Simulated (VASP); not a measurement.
C:

```
C
1.0
     0.00000    1.78012    1.78012
     1.78012    0.00000    1.78012
     1.78012    1.78012    0.00000
C
2
Direct
  0.00000 0.00000 0.00000
  0.25000 0.25000 0.25000
```

Base run:

- Program: VASP 6.6.1
- Functional: PBE
- Potentials or basis: VASP PAW PBE potentials, release 64 (C)
- Cutoff: 520 eV
- k mesh: 8 × 8 × 8
- Occupations: gaussian, width 0.01 eV
- Spin: no spin polarisation

Its results: band gap on the k mesh 4.14 eV (least direct gap 5.60 eV); pressure 4.9 GPa.

**Question.** After a change of settings the same cell gave: band gap on the k mesh 4.45 eV (least direct gap 5.60 eV); pressure 6.0 GPa. Which change was it?
A. further incar settings from ALGO = Normal; EDIFF = 1e-06; NBANDS = 11 to ALGO = Normal; EDIFF = 1e-07; NBANDS = 11
B. occupations from gaussian, width 0.01 eV to gaussian, width 0.05 eV; further incar settings from ALGO = Normal; EDIFF = 1e-06; NBANDS = 11 to ALGO = Normal; EDIFF = 1e-07; NBANDS = 11
C. k mesh from 8 × 8 × 8 to 4 × 4 × 4
D. functional from PBE to PBE-based screened hybrid with 30 % exact exchange; k mesh from 8 × 8 × 8 to 6 × 6 × 6

**Answer.** C.

Caveats: some runs use coarse meshes; the cell stands under pressure (at least some runs).
